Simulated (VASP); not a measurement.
A run of VASP 6.6.1 is set up as follows.

Contents of INCAR:

```
PREC = Accurate ; ENCUT = 520
EDIFF = 1E-6 ; ISMEAR = -1
SIGMA = 0.05 ; LREAL = F
LASPH = T ; NELM = 150
ALGO = Normal ; ISIF = 2
LWAVE = F ; LCHARG = F
ISPIN = 2 ; MAGMOM = 0 3 3 3
LORBIT = 11 ; LMAXMIX = 4
NBANDS = 30
```

KPOINTS

```
Automatic mesh
0
Gamma
  6 6 6
```

Contents of POSCAR:

```
GaFe3
1.0
    3.5489689448      0.0000033782     -0.0000003669
    0.0000033782      3.5486729052     -0.0000015348
   -0.0000003669     -0.0000015348      3.5489873360
Ga Fe
1 3
Direct
    0.0064877996      0.0011673572      0.0002719786
    0.0064876012      0.5011633780      0.5002729833
    0.5064870211      0.0011670116      0.5002747974
    0.5064883580      0.5011666433      0.0002724807
```

Potentials or basis: VASP PAW LDA potentials, release 64 (Ga_d, Fe).

Command:

```bash
$ cat potpaw_LDA.64/Ga_d/POTCAR potpaw_LDA.64/Fe/POTCAR > POTCAR
$ mpirun -np 1 vasp_std > vasp.out
```

(1) What does it give for the net moment?

(2) Predict the pressure.

(3) Predict the site moments.

## Answers

(1) 6.30 μB per cell.

(2) -0.7 GPa.

(3) Ga -0.09; Fe +2.09 μB.
